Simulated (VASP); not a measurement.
## CoPtO2: single point with PBE

Crystal: CoPtO2.

```
CELL_PARAMETERS angstrom
1.41227 0.81537 5.93939
-1.41227 0.81537 5.93939
0.00000 -1.63075 5.93939
ATOMIC_POSITIONS crystal
Co 0.50000 0.50000 0.50000
Pt 0.00000 0.00000 0.00000
O 0.88776 0.88776 0.88776
O 0.11224 0.11224 0.11224
```

- Program: VASP 6.6.1
- Task: single point
- Functional: PBE
- Potentials or basis: VASP PAW PBE potentials, release 64 (Co, Pt, O)
- Cutoff: 520 eV
- k mesh: 12 × 12 × 12
- Occupations: gaussian, width 0.05 eV
- Spin: no spin polarisation
- Dipole correction: no
- k mesh for the DOS: 18 × 18 × 18
- Occupations for the DOS: tetrahedron
- Further INCAR settings: ALGO = Normal; EDIFF = 1e-07; NBANDS = 24

The valence electrons inside the program's atomic spheres are Co 8.45; Pt 9.25; O 5.01.

Levels at points of the mesh, in eV from the Fermi level:
```
           k point  band 13  band 14  band 15  band 16  band 17  band 18  band 19  band 20
(0.00, 0.00, 0.00)    -1.91    -1.59    -1.59    -1.50     1.90     1.90     2.80     5.57
(0.50, 0.00, 0.00)    -1.21    -0.97     0.03     1.08     1.32     1.36     2.50     7.13
(0.50, 0.50, 0.00)    -1.21    -1.00     0.03     0.20     1.78     2.24     2.50     7.79
(0.50, 0.50, 0.50)    -1.83    -0.85    -0.73    -0.73     1.47     1.47     4.01     4.56
```

Run time: 15 min on 1 thread of Intel(R) Xeon(R) 6975P-C (Granite Rapids), with other jobs on the host, peak memory 0.78 GiB.

Caveat: spin-orbit coupling is left out, which moves the levels of the heavy elements; an odd number of electrons without spin polarisation forces a metal; a magnetic or distorted state may lie lower; the run has no spin polarisation, though such a crystal can be magnetic; semilocal functionals often make such compounds metallic where correlation or magnetic order opens a gap, which also shifts bond lengths. Spin polarisation is off, so any magnetic state and its effect on volume and gap are missing.
